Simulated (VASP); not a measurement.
# SnO (P4/nmm) in VASP: a series of runs

The runs below take SnO through electric field gradients, with PBEsol.

Everything below comes from runs of VASP 6.6.1. Logs are shortened: lines on timing, memory, paths and dates and some standing lists are left out, and cuts for length are marked.

## 1. The cell of the first run

The structure is tetragonal, space group P4/nmm (No. 129). The conventional cell has a = 3.724 Å, b = 3.724 Å, c = 4.737 Å, α = 90.00°, β = 90.00°, γ = 90.00°. Within 2.9 Å of Sn (site symmetry 4mm) lie 4 O at 2.18 Å. O (site symmetry -4m2) has 4 Sn at 2.18 Å and 4 O at 2.63 Å within 2.9 Å.

## 2. Electric field gradients, PBEsol (16.43 Å³/atom)

INCAR

```
SYSTEM = SnO
PREC = Accurate ; ENCUT = 520
EDIFF = 1E-8 ; ISMEAR = -1
SIGMA = 0.01 ; LREAL = .FALSE.
LASPH = .TRUE. ; NELM = 100
ALGO = Normal ; ISIF = 2
LWAVE = .FALSE. ; LCHARG = .FALSE.
GGA = PS ; LEFG = .TRUE.
NBANDS = 28
```

KPOINTS

```
regular mesh
0
G
  8 8 6
  0 0 0
```

POSCAR

```
SnO
1.0
    3.7243863853      0.0000000000      0.0000000000
    0.0000000000      3.7243863853      0.0000000000
    0.0000000000      0.0000000000      4.7372784218
Sn O
2 2
Direct
    0.0000000000      0.5000000000      0.2385000000
    0.5000000000      0.0000000000      0.7615000000
    0.0000000000      0.0000000000      0.0000000000
    0.5000000000      0.5000000000      0.0000000000
```

Potentials or basis: VASP PAW PBE potentials, release 64 (Sn_d, O).

Started as:

```sh
cat potpaw_PBE.64/Sn_d/POTCAR potpaw_PBE.64/O/POTCAR > POTCAR
mpirun -np 1 vasp_std > vasp.out
```

OUTCAR:

```text
SYSTEM = SnO
   PREC = Accurate
   ENCUT = 520
   EDIFF = 1E-8
   ISMEAR = -1
   LREAL = .FALSE.
   LASPH = .TRUE.
   NELM = 100
   ISIF = 2
   GGA = PS

 ion  position               nearest neighbor table
   1  0.000  0.500  0.239-   3 2.18   4 2.18   3 2.18   4 2.18   2 3.47   2 3.47   2 3.47   2 3.47
                             2 3.62   2 3.62   2 3.62   2 3.62
   2  0.500  0.000  0.761-   3 2.18   4 2.18   4 2.18   3 2.18   1 3.47   1 3.47   1 3.47   1 3.47
                             1 3.62   1 3.62   1 3.62   1 3.62
   3  0.000  0.000  0.000-   1 2.18   2 2.18   1 2.18   2 2.18
   4  0.500  0.500  0.000-   1 2.18   2 2.18   2 2.18   1 2.18

  LATTYP: Found a simple tetragonal cell.
 ALAT       =     3.7243863853
 C/A-ratio  =     1.2719621252

  Lattice vectors:

 A1 = (   3.7243863853,   0.0000000000,   0.0000000000)
 A2 = (   0.0000000000,   3.7243863853,   0.0000000000)
 A3 = (   0.0000000000,   0.0000000000,   4.7372784218)

Analysis of symmetry for initial positions (statically):
=====================================================================
 Subroutine PRICEL returns:
 Original cell was already a primitive cell.

 Routine SETGRP: Setting up the symmetry group for a
 simple tetragonal supercell.

 Subroutine GETGRP returns: Found 16 space group operations
 (whereof  8 operations were pure point group operations)
 out of a pool of 16 trial point group operations.

The static configuration has the point symmetry D_2d.
 The point group associated with its full space group is D_4h.

Analysis of symmetry for dynamics (positions and initial velocities):
=====================================================================
 Subroutine PRICEL returns:
 Original cell was already a primitive cell.

 Routine SETGRP: Setting up the symmetry group for a
 simple tetragonal supercell.

 Subroutine GETGRP returns: Found 16 space group operations
 (whereof  8 operations were pure point group operations)
 out of a pool of 16 trial point group operations.

The dynamic configuration has the point symmetry D_2d.
 The point group associated with its full space group is D_4h.

 Subroutine INISYM returns: Found 16 space group operations
[... 144 lines left out ...]
  ---------------------------------------------------
  free energy    TOTEN  =       -24.11798049 eV

  energy without entropy =      -24.11778103  energy(sigma->0) =      -24.11788076

 E-fermi :   8.0291     XC(G=0): -10.8145

 val. band max:        8.0245116972   @ k =   0.1250   0.0000   0.0000
 cond. band min:       8.2312737935   @ k =   0.5000   0.5000   0.1667
 fundamental gap:      0.2067620963
 Fermi energy:         8.0291277010

 k-point     1 :       0.0000    0.0000    0.0000
  band No.  band energies     occupation
      1     -14.3092      2.00000
      2     -13.7175      2.00000
      3     -13.7175      2.00000
      4     -13.7083      2.00000
      5     -13.6468      2.00000
      6     -13.6405      2.00000
[... 733 lines left out ...]
     27      16.5994      0.00000
     28      16.5994      0.00000

 [... further k-points ...]

------------------------ aborting loop because EDIFF is reached ----------------------------------------

  FORCE on cell =-STRESS in cart. coord.  units (eV):
  Direction    XX          YY          ZZ          XY          YZ          ZX
  --------------------------------------------------------------------------------------
  -------------------------------------------------------------------------------------
  Total        3.1801206      3.1801206      2.3130020      0.0000000      0.0000000      0.0000000
  in kB       77.5382153     77.5382153     56.3959882      0.0000000      0.0000000      0.0000000
  external PRESSURE =      70.4908063 kB  Pullay stress =       0.0000000 kB

 VOLUME and BASIS-vectors are now :
 -----------------------------------------------------------------------------
  energy-cutoff  :      520.00
  volume of cell :       65.71
      direct lattice vectors                 reciprocal lattice vectors
     3.724386385  0.000000000  0.000000000     0.268500606  0.000000000  0.000000000
     0.000000000  3.724386385  0.000000000     0.000000000  0.268500606  0.000000000
     0.000000000  0.000000000  4.737278422     0.000000000  0.000000000  0.211091667

 POSITION                                       TOTAL-FORCE (eV/Angst)
 -----------------------------------------------------------------------------------
      0.00000      1.86219      1.12984        -0.000000      0.000000      1.098681
      1.86219      0.00000      3.60744         0.000000      0.000000     -1.098681
      0.00000      0.00000      0.00000        -0.000000     -0.000000      0.000000
      1.86219      1.86219      0.00000        -0.000000      0.000000      0.000000
 -----------------------------------------------------------------------------------
    total drift:                                0.000000      0.000000      0.000000

  FREE ENERGIE OF THE ION-ELECTRON SYSTEM (eV)
  ---------------------------------------------------
  free  energy   TOTEN  =       -24.1179804876 eV

  energy  without entropy=      -24.1177810278  energy(sigma->0) =      -24.11788076

 Electric field gradients (V/A^2)
---------------------------------------------------------------------
 ion       V_xx      V_yy      V_zz      V_xy      V_xz      V_yz
---------------------------------------------------------------------
   1      85.422    85.422  -170.844     0.000    -0.000    -0.000
   2      85.422    85.422  -170.844     0.000     0.000    -0.000
   3      -1.301    -1.301     2.601    -0.000    -0.000    -0.000
   4      -1.301    -1.301     2.601     0.000    -0.000    -0.000
---------------------------------------------------------------------

 Electric field gradients after diagonalization (V/A^2)
 (convention: |V_zz| > |V_xx| > |V_yy|)
----------------------------------------------------------------------
 ion       V_xx      V_yy      V_zz     asymmetry (V_yy - V_xx)/ V_zz
----------------------------------------------------------------------
   1      85.422    85.422  -170.844       0.000
   2      85.422    85.422  -170.844       0.000
   3      -1.301    -1.301     2.601       0.000
   4      -1.301    -1.301     2.601       0.000
----------------------------------------------------------------------

           NMR quadrupolar parameters

 Cq : quadrupolar parameter    Cq=e*Q*V_zz/h
 eta: asymmetry parameters     (V_yy - V_xx)/ V_zz
 Q  : nuclear electric quadrupole moment in mb (millibarn)
----------------------------------------------------------------------
 ion       Cq(MHz)       eta       Q (mb)
----------------------------------------------------------------------
   1      -0.413       0.000       1.000
   2      -0.413       0.000       1.000
   3       0.006       0.000       1.000
   4       0.006       0.000       1.000
----------------------------------------------------------------------
```

Run time: 3.7 min. Hardware: 1 thread of Intel Xeon 8259CL, shared host; peak memory 0.23 GiB.

Results:

```
Free energy                             : -24.1180 eV
Pressure                                : 7.0 GPa
Largest force                           : 1.099 eV/Å
Band gap on the k mesh                  : zero (bands 20 and 21 overlap by 0.22 eV)
Largest electric field gradient by atom : Sn -170.8; O +2.6 V/Å²
```

Forces in eV/Å, atoms in the order of the input:
```
Sn   0.000  0.000  1.099
Sn   0.000  0.000 -1.099
O    0.000  0.000  0.000
O    0.000  0.000  0.000
```

Electric field gradients, principal values (V/Å²):
| atom | least | middle | greatest (by size) |
| --- | --- | --- | --- |
| 1 Sn | 85.422 | 85.422 | -170.844 |
| 2 Sn | 85.422 | 85.422 | -170.844 |
| 3 O | -1.301 | -1.301 | 2.601 |
| 4 O | -1.301 | -1.301 | 2.601 |

Caveat: the cell stands under pressure; semilocal functionals underestimate gaps, and a narrow one can read as zero; without QUAD_EFG the Cq values of the log hold for a quadrupole moment of 1 mb, not for the nuclei; the PAW data sets were made with another functional, which shifts forces and pressure a little; spin-orbit coupling is left out, which moves the levels of the heavy elements.

## 3. Electric field gradients, PBEsol (16.78 Å³/atom)

This run uses another cell than the first one, of 16.78 Å³/atom.

INCAR

```
ALGO = Normal ; EDIFF = 1E-8
ENCUT = 520 ; GGA = PS
ISIF = 2 ; ISMEAR = -1
LASPH = T ; LCHARG = F
LEFG = T ; LREAL = F
LWAVE = F ; NBANDS = 28
NELM = 100 ; PREC = Accurate
SIGMA = 0.01
```

KPOINTS

```
k-points
0
Gamma
  8 8 6
```

POSCAR

```
SnO
1.0
    3.7506153226      0.0000000000      0.0000000000
    0.0000000000      3.7506153226      0.0000000000
    0.0000000000      0.0000000000      4.7706406366
Sn O
2 2
Direct
    0.0000000000      0.5000000000      0.2385000000
    0.5000000000      0.0000000000      0.7615000000
    0.0000000000      0.0000000000      0.0000000000
    0.5000000000      0.5000000000      0.0000000000
```

Potentials or basis: VASP PAW PBE potentials, release 64 (Sn_d, O).

Started as:

```sh
cat potpaw_PBE.64/Sn_d/POTCAR potpaw_PBE.64/O/POTCAR > POTCAR
mpirun -np 1 vasp_std > vasp.out
```

OUTCAR:

```text
EDIFF = 1E-8
   ENCUT = 520
   GGA = PS
   ISIF = 2
   ISMEAR = -1
   LASPH = T
   LREAL = F
   NELM = 100
   PREC = Accurate

 ion  position               nearest neighbor table
   1  0.000  0.500  0.239-   3 2.19   4 2.19   3 2.19   4 2.19   2 3.49   2 3.49   2 3.49   2 3.49
                             2 3.64   2 3.64   2 3.64   2 3.64
   2  0.500  0.000  0.761-   3 2.19   4 2.19   4 2.19   3 2.19   1 3.49   1 3.49   1 3.49   1 3.49
                             1 3.64   1 3.64   1 3.64   1 3.64
   3  0.000  0.000  0.000-   1 2.19   2 2.19   1 2.19   2 2.19
   4  0.500  0.500  0.000-   1 2.19   2 2.19   2 2.19   1 2.19

  LATTYP: Found a simple tetragonal cell.
 ALAT       =     3.7506153226
 C/A-ratio  =     1.2719621252

  Lattice vectors:

[... 975 lines left out ...]
   1      83.689    83.689  -167.379     0.000    -0.000    -0.000
   2      83.689    83.689  -167.379     0.000     0.000    -0.000
   3      -1.264    -1.264     2.528    -0.000    -0.000     0.000
   4      -1.264    -1.264     2.528     0.000    -0.000    -0.000
---------------------------------------------------------------------

 Electric field gradients after diagonalization (V/A^2)
 (convention: |V_zz| > |V_xx| > |V_yy|)
----------------------------------------------------------------------
 ion       V_xx      V_yy      V_zz     asymmetry (V_yy - V_xx)/ V_zz
----------------------------------------------------------------------
   1      83.689    83.689  -167.379       0.000
   2      83.689    83.689  -167.379       0.000
   3      -1.264    -1.264     2.528       0.000
   4      -1.264    -1.264     2.528       0.000
----------------------------------------------------------------------

           NMR quadrupolar parameters

 Cq : quadrupolar parameter    Cq=e*Q*V_zz/h
 eta: asymmetry parameters     (V_yy - V_xx)/ V_zz
 Q  : nuclear electric quadrupole moment in mb (millibarn)
----------------------------------------------------------------------
 ion       Cq(MHz)       eta       Q (mb)
----------------------------------------------------------------------
   1      -0.405       0.000       1.000
   2      -0.405       0.000       1.000
   3       0.006       0.000       1.000
   4       0.006       0.000       1.000
----------------------------------------------------------------------
```

It took 2.9 min on 1 thread of Intel Xeon 8259CL, shared host; peak memory 0.23 GiB.

What came out:

| Property | Result |
| --- | --- |
| Free energy | -24.1696 eV |
| Pressure | 4.5 GPa |
| Largest force | 0.764 eV/Å |
| Band gap on the k mesh | zero (bands 20 and 21 overlap by 0.14 eV) |
| Largest electric field gradient by atom | Sn -167.4; O +2.5 V/Å² |

Forces in eV/Å, atoms in the order of the input:
```
Sn   0.000  0.000  0.764
Sn   0.000  0.000 -0.764
O    0.000  0.000  0.000
O    0.000  0.000  0.000
```

Electric field gradients, principal values (V/Å²):
| atom | least | middle | greatest (by size) |
| --- | --- | --- | --- |
| 1 Sn | 83.689 | 83.689 | -167.379 |
| 2 Sn | 83.689 | 83.689 | -167.379 |
| 3 O | -1.264 | -1.264 | 2.528 |
| 4 O | -1.264 | -1.264 | 2.528 |

Caveat: the cell stands under pressure; semilocal functionals underestimate gaps, and a narrow one can read as zero; without QUAD_EFG the Cq values of the log hold for a quadrupole moment of 1 mb, not for the nuclei; the PAW data sets were made with another functional, which shifts forces and pressure a little; spin-orbit coupling is left out, which moves the levels of the heavy elements.

## 4. Electric field gradients, PBEsol (17.13 Å³/atom)

This run uses another cell than the first one, of 17.13 Å³/atom.

INCAR

```
PREC = Accurate
ENCUT = 520
EDIFF = 1E-8
ISMEAR = -1
SIGMA = 0.01
LREAL = F
LASPH = T
NELM = 60
ALGO = Normal
ISIF = 2
LWAVE = F
LCHARG = F
GGA = PS
LEFG = T
NBANDS = 28
```

KPOINTS

```
regular mesh
0
Gamma
  8 8 6
```

POSCAR

```
SnO
1.0
    3.7764824526      0.0000000000      0.0000000000
    0.0000000000      3.7764824526      0.0000000000
    0.0000000000      0.0000000000      4.8035426462
Sn O
2 2
Direct
    0.0000000000      0.5000000000      0.2385000000
    0.5000000000      0.0000000000      0.7615000000
    0.0000000000      0.0000000000      0.0000000000
    0.5000000000      0.5000000000      0.0000000000
```

Potentials or basis: VASP PAW PBE potentials, release 64 (Sn_d, O).

Started as:

```sh
cat potpaw_PBE.64/Sn_d/POTCAR potpaw_PBE.64/O/POTCAR > POTCAR
mpirun -np 1 vasp_std > vasp.out
```

OUTCAR:

```text
PREC = Accurate
   ENCUT = 520
   EDIFF = 1E-8
   ISMEAR = -1
   LREAL = F
   LASPH = T
   NELM = 60
   ISIF = 2
   GGA = PS

 ion  position               nearest neighbor table
   1  0.000  0.500  0.239-   3 2.21   4 2.21   3 2.21   4 2.21   2 3.52   2 3.52   2 3.52   2 3.52
                             2 3.67   2 3.67   2 3.67   2 3.67
   2  0.500  0.000  0.761-   3 2.21   4 2.21   4 2.21   3 2.21   1 3.52   1 3.52   1 3.52   1 3.52
                             1 3.67   1 3.67   1 3.67   1 3.67
   3  0.000  0.000  0.000-   1 2.21   2 2.21   1 2.21   2 2.21
   4  0.500  0.500  0.000-   1 2.21   2 2.21   2 2.21   1 2.21

  LATTYP: Found a simple tetragonal cell.
[... 977 lines left out ...]
 ion       V_xx      V_yy      V_zz      V_xy      V_xz      V_yz
---------------------------------------------------------------------
   1      81.986    81.986  -163.973     0.000    -0.000    -0.000
   2      81.986    81.986  -163.973     0.000     0.000     0.000
   3      -1.233    -1.233     2.465    -0.000    -0.000     0.000
   4      -1.233    -1.233     2.465    -0.000    -0.000     0.000
---------------------------------------------------------------------

 Electric field gradients after diagonalization (V/A^2)
 (convention: |V_zz| > |V_xx| > |V_yy|)
----------------------------------------------------------------------
 ion       V_xx      V_yy      V_zz     asymmetry (V_yy - V_xx)/ V_zz
----------------------------------------------------------------------
   1      81.986    81.986  -163.973       0.000
   2      81.986    81.986  -163.973       0.000
   3      -1.233    -1.233     2.465       0.000
   4      -1.233    -1.233     2.465       0.000
----------------------------------------------------------------------

           NMR quadrupolar parameters

 Cq : quadrupolar parameter    Cq=e*Q*V_zz/h
 eta: asymmetry parameters     (V_yy - V_xx)/ V_zz
 Q  : nuclear electric quadrupole moment in mb (millibarn)
----------------------------------------------------------------------
 ion       Cq(MHz)       eta       Q (mb)
----------------------------------------------------------------------
   1      -0.396       0.000       1.000
   2      -0.396       0.000       1.000
   3       0.006       0.000       1.000
   4       0.006       0.000       1.000
----------------------------------------------------------------------
```

OSZICAR:

```text
N       E                     dE             d eps       ncg     rms          rms(c)
DAV:   1     0.417907397894E+03    0.41791E+03   -0.19886E+04  3484   0.221E+03
DAV:   2     0.358465655417E+02   -0.38206E+03   -0.36712E+03  3512   0.545E+02
DAV:   3    -0.245344775010E+02   -0.60381E+02   -0.59261E+02  3816   0.181E+02
[... 11 lines left out ...]
DAV:  15    -0.242000056437E+02   -0.92614E-07   -0.18733E-07  4384   0.338E-03    0.202E-03
DAV:  16    -0.242000057100E+02   -0.66297E-07   -0.70972E-08  3552   0.235E-03    0.440E-04
DAV:  17    -0.242000057409E+02   -0.30836E-07   -0.15113E-08  1932   0.750E-04    0.198E-04
DAV:  18    -0.242000057308E+02    0.10061E-07   -0.17224E-09  1700   0.397E-04    0.404E-05
DAV:  19    -0.242000057306E+02    0.21646E-09   -0.38249E-10  1696   0.146E-04
   1 F= -.24200006E+02 E0= -.24199908E+02  d E =-.196451E-03
```

stdout:

```text
POSCAR found type information on POSCAR SnO
 POSCAR found :  2 types and       4 ions
 scaLAPACK will be used
 -----------------------------------------------------------------------------
|                                                                             |
|                                                                             |
|     You enforced a specific xc type in the INCAR file but a different       |
|     I HOPE YOU KNOW WHAT YOU ARE DOING!                                     |
|                                                                             |
 -----------------------------------------------------------------------------

 LDA part: xc-table for (Slater+PW92), standard interpolation
 POSCAR, INCAR and KPOINTS ok, starting setup
 FFT: planning ... GRIDC
 FFT: planning ... GRID_SOFT
 FFT: planning ... GRID
 WAVECAR not read
 entering main loop
ion   1

ion   2

ion   3

ion   4
```

Wall time 4.3 min (1 thread of Intel Xeon 8259CL, shared host); peak memory 0.23 GiB.

Results:

* Free energy: -24.2000 eV
* Pressure: 2.2 GPa
* Largest force: 0.454 eV/Å
* Band gap on the k mesh: zero (bands 20 and 21 overlap by 0.06 eV)
* Largest electric field gradient by atom: Sn -164.0; O +2.5 V/Å²

Forces on the atoms (eV/Å):
```
Sn   0.000  0.000  0.454
Sn   0.000  0.000 -0.454
O    0.000  0.000  0.000
O    0.000  0.000  0.000
```

Stress tensor (GPa, compression positive):
```
2.48 0.00 0.00
0.00 2.48 0.00
0.00 0.00 1.63
```

Electric field gradients, principal values (V/Å²):
```
atom   least  middle  greatest (by size)
1 Sn  81.986  81.986            -163.973
2 Sn  81.986  81.986            -163.973
 3 O  -1.233  -1.233               2.465
 4 O  -1.233  -1.233               2.465
```

Caveat: semilocal functionals underestimate gaps, and a narrow one can read as zero; without QUAD_EFG the Cq values of the log hold for a quadrupole moment of 1 mb, not for the nuclei; the PAW data sets were made with another functional, which shifts forces and pressure a little; spin-orbit coupling is left out, which moves the levels of the heavy elements.

## 5. Summary

| cell | gap on the mesh (eV) | pressure (GPa) | largest force (eV/Å) |
| --- | --- | --- | --- |
| a = 3.724, b = 3.724, c = 4.737 Å, 4 atoms | none | 7.0 | 1.10 |
| a = 3.751, b = 3.751, c = 4.771 Å, 4 atoms | none | 4.5 | 0.76 |
| a = 3.776, b = 3.776, c = 4.804 Å, 4 atoms | none | 2.2 | 0.45 |

Alike in all rows: task electric field gradients; level PBEsol; potentials or basis VASP PAW PBE potentials, release 64 (Sn_d, O); no spin polarisation; k mesh 8 × 8 × 6; cutoff (eV) 520; smearing fermi-dirac 0.01 eV.

Caveats: semilocal functionals underestimate gaps, and a narrow one can read as zero; the PAW data sets were made with another functional, which shifts forces and pressure a little; spin-orbit coupling is left out, which moves the levels of the heavy elements; the cell stands under pressure (at least some runs).

Total energies depend on the potentials used, so only differences within one code and one set of settings carry meaning.

The gap in the log of VASP goes by the Fermi energy; the results here count the filled bands.